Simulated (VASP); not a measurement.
Runs of VASP 6.6.1 on AlN. The structure is that of space group Fm-3m (No. 225), or close to it. The cells are those of the table. 

```csv
task,cell,cutoff (eV),gap on the mesh (eV),pressure (GPa)
relaxation of cell and atoms,"relaxed to 10 GPa from a = 2.785 Å, angles 60.0°, 2 atoms",600,4.89,9.8
single point,"a = 2.853 Å, angles 60.0°, 2 atoms",520,(c),(a)
relaxation of cell and atoms,"relaxed from a = 2.785 Å, angles 60.0°, 2 atoms",600,4.55,0.1
single point,"a = 2.827 Å, angles 60.0°, 2 atoms",520,(b),9.9
single point,"a = 2.843 Å, angles 60.0°, 2 atoms",520,4.72,4.9
relaxation of cell and atoms,"relaxed to 5 GPa from a = 2.785 Å, angles 60.0°, 2 atoms",600,4.73,5.1
single point,"a = 2.860 Å, angles 60.0°, 2 atoms",520,4.54,-0.1
single point,"a = 2.868 Å, angles 60.0°, 2 atoms",520,4.47,-2.1
relaxation of cell and atoms,"relaxed to -2 GPa from a = 2.785 Å, angles 60.0°, 2 atoms",600,4.48,-1.9
relaxation of cell and atoms,"relaxed to 2 GPa from a = 2.785 Å, angles 60.0°, 2 atoms",600,4.62,2.1
```

Alike in all rows: level PBEsol; potentials or basis VASP PAW PBE potentials, release 64 (Al, N); no spin polarisation; k mesh 8 × 8 × 8; smearing gaussian 0.01 eV.

**Question.** Fill in the values left out.

**Answer.** (a) 1.9; (b) 4.88; (c) 4.61.

Caveats: the PAW data sets were made with another functional, which shifts forces and pressure a little; the cell is relaxed towards a set pressure, so the enthalpy falls and the energy may rise (some runs).

A k mesh can miss the band edges.
